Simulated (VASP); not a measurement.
Here is a VASP 6.6.1 calculation.

The input INCAR:

```
  ALGO = Normal
  EDIFF = 1E-7
  ENCUT = 520
  GGA = PE
  ISIF = 2
  ISMEAR = -1
  LASPH = True
  LCHARG = True
  LELF = True
  LREAL = False
  LVHAR = True
  LWAVE = False
  NBANDS = 12
  NELM = 60
  PREC = Accurate
  SIGMA = 0.05
```

The input KPOINTS:

```
k-points
0
Gamma
  14 14 14
```

Contents of POSCAR:

```
Ti
1.0
    2.0946853591      0.0000000000      0.0000000000
    0.0000000000      2.0946853591      0.0000000000
    0.0000000000      0.0000000000      2.0946853591
Ti
1
Direct
    0.0000000000      0.0000000000      0.0000000000
```

Potentials or basis: VASP PAW PBE potentials, release 64 (Ti_sv).

Run with:

```bash
$ cat potpaw_PBE.64/Ti_sv/POTCAR > POTCAR
$ mpirun -np 1 vasp_std > vasp.out
```

Question: Estimate the pressure.

Answer: 187.0 GPa.

Question: Estimate the band gap on the k mesh.

Answer: Zero (band 6 reaches 18.46 eV, above the bottom of band 7 at 12.64 eV).
